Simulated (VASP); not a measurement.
Wanted: the native input for a VASP 6.6.1 run.

```
Task                   : single point
Functional             : PBEsol
Potentials or basis    : VASP PAW PBE potentials, release 64 (Cd)
Cutoff                 : 520 eV
k mesh                 : 5 × 5 × 5
Occupations            : fermi-dirac, width 0.1 eV
Spin                   : no spin polarisation
Dipole correction      : no
Further INCAR settings : ALGO = Normal; EDIFF = 1e-07; NBANDS = 58
```

The structure of Cd lies in POSCAR:

```
Cd
1.0
    5.5386774363      0.0000000000      0.0000000000
    0.0000000000      5.5386774363      0.0000000000
    0.0000000000      0.0000000000      5.5386774363
Cd
8
Direct
    1.0000000000      0.0000000000      1.0000000000
    0.5000000000      0.5000000000      0.5000000000
    0.2500000000      1.0000000000      0.5000000000
    0.7500000000      0.0000000000      0.5000000000
    0.5000000000      0.2500000000      1.0000000000
    0.5000000000      0.7500000000      1.0000000000
    0.0000000000      0.5000000000      0.2500000000
    0.0000000000      0.5000000000      0.7500000000
```

One way to write it, as run:

INCAR

```
SYSTEM = Cd
PREC     = Accurate       ! precision mode
ENCUT    = 520            ! plane-wave cutoff, eV
EDIFF    = 1E-7           ! SCF threshold, eV
ISMEAR   = -1             ! smearing method
SIGMA    = 0.1            ! smearing width, eV
LREAL    = .False.        ! projectors in reciprocal space
LASPH    = .True.         ! aspherical terms in the spheres
NELM     = 60             ! most SCF steps
ALGO     = Normal         ! electronic algorithm
ISIF     = 2              ! what is computed and relaxed
LWAVE    = .False.        ! write WAVECAR
LCHARG   = .True.         ! write CHGCAR
GGA      = PS             ! functional
LELF     = .True.         ! ELF
LVHAR    = .True.       
NBANDS   = 58             ! bands
```

KPOINTS

```
Automatic mesh
0
Gamma
  5 5 5
  0 0 0
```

Potentials or basis: VASP PAW PBE potentials, release 64 (Cd).

Command:

```bash
$ cat potpaw_PBE.64/Cd/POTCAR > POTCAR
$ mpirun -np 1 vasp_std > vasp.out
```

It gave:

* Pressure: 0.4 GPa
* Band gap on the k mesh: zero (bands 48 and 49 overlap by 2.11 eV)

Caveat: the PAW data sets were made with another functional, which shifts forces and pressure a little.

It took 110 s on 1 thread of Intel(R) Xeon(R) Platinum 8488C (Sapphire Rapids) (shared host), peak memory 0.27 GiB.
